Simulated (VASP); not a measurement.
Crystal: NiO.

```xyz
2
Lattice="0.0000 2.2835 2.2835 2.2835 0.0000 2.2835 2.2835 2.2835 0.0000" Properties=species:S:1:pos:R:3 pbc="T T T"
Ni    0.0000    0.0000    0.0000
O     1.1418    1.1418    1.1418
```

Base run:

```yaml
Program: VASP 6.6.1
Functional: PBE
Potentials_or_basis: VASP PAW PBE potentials, release 64 (Ni, O)
Cutoff: 520 eV
k_mesh: 7 × 7 × 7
Occupations: gaussian, width 0.05 eV
Spin: collinear spin, ferromagnetic start
Starting_moments: "[2.0, 0.0] μB"
```

Its results: band gap on the k mesh zero (filled and empty bands overlap); pressure -7.1 GPa; net moment 1.98 μB per cell.

Problem. The run is repeated on the same cell with these changes: spin from collinear spin, ferromagnetic start to collinear spin, zero start; moments at the start from [2.0, 0.0] to [0.0, 0.0]. What comes out?

Solution. Band gap on the k mesh zero (filled and empty bands overlap); pressure -11.8 GPa; net moment 0.00 μB per cell.

Caveats: semilocal functionals often make such compounds metallic where correlation or magnetic order opens a gap, which also shifts bond lengths; a cell with one magnetic atom can't hold antiferromagnetic order, which such compounds often take (some runs).
